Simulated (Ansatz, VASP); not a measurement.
**CdS: VASP beside Ansatz**

```xyz
2
Lattice="0.0000 2.7143 2.7143 2.7143 0.0000 2.7143 2.7143 2.7143 0.0000" Properties=species:S:1:pos:R:3 pbc="T T T"
Cd    0.0000    0.0000    0.0000
S     2.7143    2.7143    2.7143
```

Alike in both runs: task single point; functional r2SCAN; dispersion rVV10; k mesh 10 × 10 × 10; occupations fermi-dirac, width 0.03 eV; no spin polarisation.

|  | VASP | Ansatz |
| --- | --- | --- |
| version | VASP 6.6.1 | Ansatz 0.2.0 |
| potentials or method | VASP PAW PBE potentials, release 64 (Cd, S) | plane waves, PAW |
| plane-wave cutoff (eV) | 520 | 500 |
| valence electrons in the cell | 18 | 26 |

VASP gave:

* pressure (GPa): 0.6

Problem. Estimate Ansatz's values.

Solution. Pressure (GPa): 0.0.

VASP's potentials were made for PBE, not for r2SCAN. VASP's potentials hold 18 valence electrons a cell and Ansatz's 26, so a difference there can come from the potentials and not from the codes.
